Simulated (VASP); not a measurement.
Set up this calculation in VASP 6.6.1, as the native input.

```
Task                   : single point
Functional             : LDA
Potentials or basis    : VASP PAW LDA potentials, release 64 (Zr_sv, B)
Cutoff                 : 520 eV
k mesh                 : 20 × 20 × 20
Occupations            : gaussian, width 0.15 eV
Spin                   : no spin polarisation
Dipole correction      : no
Further INCAR settings : ALGO = Normal; EDIFF = 1e-07; NBANDS = 14
```

The structure of ZrB lies in POSCAR:

```
ZrB
1.0
    0.0000000000      2.0714437955      2.9290215268
    2.0714437955      0.0000000000      2.9290215268
    2.0714437955      2.0714437955      0.0000000000
Zr B
1 1
Direct
    0.0000000000      0.0000000000      0.0000000000
    0.5000000000      0.5000000000      0.5000000000
```

This cell differs from its parent crystal: ratio of the length along z to the lengths across it x 1.414, volume and fractional coordinates fixed.

The input as run:

INCAR

```
SYSTEM = ZrB
PREC     = Accurate       ! precision mode
ENCUT    = 520            ! plane-wave cutoff, eV
EDIFF    = 1E-7           ! SCF threshold, eV
ISMEAR   = 0              ! smearing method
SIGMA    = 0.15           ! smearing width, eV
LREAL    = .False.        ! projectors in reciprocal space
LASPH    = .True.         ! aspherical terms in the spheres
NELM     = 80             ! most SCF steps
ALGO     = Normal         ! electronic algorithm
ISIF     = 2              ! what is computed and relaxed
LWAVE    = .False.        ! write WAVECAR
LCHARG   = .False.        ! write CHGCAR
NBANDS   = 14             ! bands
```

KPOINTS

```
Automatic mesh
0
Gamma
  20 20 20
  0 0 0
```

Potentials or basis: VASP PAW LDA potentials, release 64 (Zr_sv, B).

The run is started by

```console
$ cat potpaw_LDA.64/Zr_sv/POTCAR potpaw_LDA.64/B/POTCAR > POTCAR
$ mpirun -np 1 vasp_std > vasp.out
```

Results of the run:

| Item | Value |
| --- | --- |
| Pressure | 54.7 GPa |

It took 2.3 min on 1 thread of Intel Xeon 6975P-C, with other jobs on the host, peak memory 0.33 GiB.
